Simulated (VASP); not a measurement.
Wanted: the native input for a VASP 6.6.1 run.

```
Task                   : single point
Functional             : PBE
Potentials or basis    : VASP PAW PBE potentials, release 64 (Sn_d, O)
Cutoff                 : 520 eV
k mesh                 : 8 × 8 × 8
Occupations            : fermi-dirac, width 0.02 eV
Spin                   : no spin polarisation
Dipole correction      : no
Further INCAR settings : ALGO = Normal; EDIFF = 1e-06; NBANDS = 20
```

The structure of SnO2 lies in POSCAR:

```
SnO2
1.0
   -0.0506693394      2.4827976318      2.4827976318
    2.4827976318     -0.0506693394      2.4827976318
    2.4827976318      2.4827976318     -0.0506693394
Sn O
1 2
Direct
    0.0000000000      0.0000000000      0.0000000000
    0.2509427330      0.2509427330      0.2509427330
    0.7490572670      0.7490572670      0.7490572670
```

This cell differs from its parent crystal: strain along [111] -3.0%.

One way to write it, as run:

INCAR

```
SYSTEM = SnO2
PREC = Accurate ; ENCUT = 520
EDIFF = 1E-6 ; ISMEAR = -1
SIGMA = 0.02 ; LREAL = .FALSE.
LASPH = .TRUE. ; NELM = 80
ALGO = Normal ; ISIF = 2
LWAVE = .FALSE. ; LCHARG = .TRUE.
GGA = PE ; LELF = .TRUE.
LVHAR = .TRUE. ; NBANDS = 20
```

KPOINTS

```
regular mesh
0
G
  8 8 8
  0 0 0
```

Potentials or basis: VASP PAW PBE potentials, release 64 (Sn_d, O).

Launch:

```sh
$ cat potpaw_PBE.64/Sn_d/POTCAR potpaw_PBE.64/O/POTCAR > POTCAR
$ mpirun -np 1 vasp_std > vasp.out
```

Results of the run:

- Pressure: 17.8 GPa
- Largest force: 0.047 eV/Å
- Band gap on the k mesh: 0.60 eV, indirect (least direct gap 2.00 eV)

Caveat: the cell differs from its parent crystal (strain along [111] -3.0%); spin-orbit coupling is left out, which moves the levels of the heavy elements.

Run time: 45 s on 1 thread of AMD EPYC 7R43 64-Core Processor (Zen 3), with other jobs on the host, peak memory 0.14 GiB.
